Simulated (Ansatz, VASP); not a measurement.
## TiTl2Sb3 in VASP and in Ansatz

Contents of INCAR:

```
ALGO     = Normal         # electronic algorithm
EDIFF    = 1E-7           # SCF threshold, eV
EDIFFG   = -0.01          # ionic threshold
ENCUT    = 600            # plane-wave cutoff, eV
GGA      = PE             # functional
IBRION   = 2              # ionic algorithm
ISIF     = 3              # what is computed and relaxed
ISMEAR   = 0              # smearing method
LASPH    = True           # aspherical terms in the spheres
LCHARG   = False          # write CHGCAR
LREAL    = False          # projectors in reciprocal space
LWAVE    = False          # write WAVECAR
NELM     = 100            # most SCF steps
NSW      = 100            # ionic steps
PREC     = Accurate       # precision mode
SIGMA    = 0.1            # smearing width, eV
```

KPOINTS

```
k-points
0
Gamma
  9 9 6
```

The input POSCAR:

```
TiTl2Sb3
1.0
    5.8902283646      0.0000000000      0.0000000000
   -2.9451141823      5.1010873979      0.0000000000
    0.0000000000      0.0000000000      6.1705690915
Ti Tl Sb
1 2 3
Direct
    0.0000000000      0.0000000000      0.0000000000
    0.6666666667      0.3333333333      0.0000000000
    0.3333333333      0.6666666667      0.0000000000
    0.5000000000      0.0000000000      0.5000000000
    0.0000000000      0.5000000000      0.5000000000
    0.5000000000      0.5000000000      0.5000000000
```

Input for Ansatz:

```yaml
crystal:
  lattice:
    - [5.8902283646, 0.0, 0.0]
    - [-2.9451141823, 5.1010873979, 0.0]
    - [0.0, 0.0, 6.1705690915]
  atoms:
    - { symbol: Ti, position: [0.0, 0.0, 0.0] }
    - { symbol: Tl, position: [0.6666666667, 0.3333333333, 0.0] }
    - { symbol: Tl, position: [0.3333333333, 0.6666666667, 0.0] }
    - { symbol: Sb, position: [0.5, 0.0, 0.5] }
    - { symbol: Sb, position: [0.0, 0.5, 0.5] }
    - { symbol: Sb, position: [0.5, 0.5, 0.5] }
basis:
  ecutwfc: 420
kpoints:
  mp_grid: { grid: [9, 9, 6] }
hamiltonian:
  xc: pbe
scf:
  occupations: { method: gaussian, width: 0.1 }
output:
  forces: true
  stress: true
  eigenvalues: true
relax:
  adjacent_minimum: "off"
  f_tol: 0.01
  max_steps: 80
  cell: { stress_tol: 0.05 }
```

Change from the starting cell: species swapped into the LaSi2Rh3 type (P6/mmm, No. 191).

Alike in both runs: task relaxation of cell and atoms; functional PBE; k mesh 9 × 9 × 6; occupations gaussian, width 0.1 eV; no spin polarisation.

```csv
,VASP,Ansatz
version,VASP 6.6.1,Ansatz 0.2.0
potentials or method,"VASP PAW PBE potentials, release 64 (Ti_sv, Tl_d, Sb), cutoff 600 eV","scalar-relativistic, plane waves, PAW"
valence electrons in the cell,53,83
```

VASP gave:

* gap on the k mesh at the Fermi level, each at its own relaxed structure (eV): none
* relaxed volume (Å³/atom): 30.97
* relaxed cell length with the largest relative difference (Å): 5.975

Question: Which values does Ansatz return?

Answer: gap on the k mesh at the Fermi level, each at its own relaxed structure (eV): none; relaxed volume (Å³/atom): 30.97; relaxed cell length with the largest relative difference (Å): 5.984.

A gap of «none» marks a metal or a gap that the smearing closes. VASP's potentials hold 53 valence electrons a cell and Ansatz's 83, so a difference there can come from the potentials and not from the codes.

Neither program's run includes spin-orbit coupling.
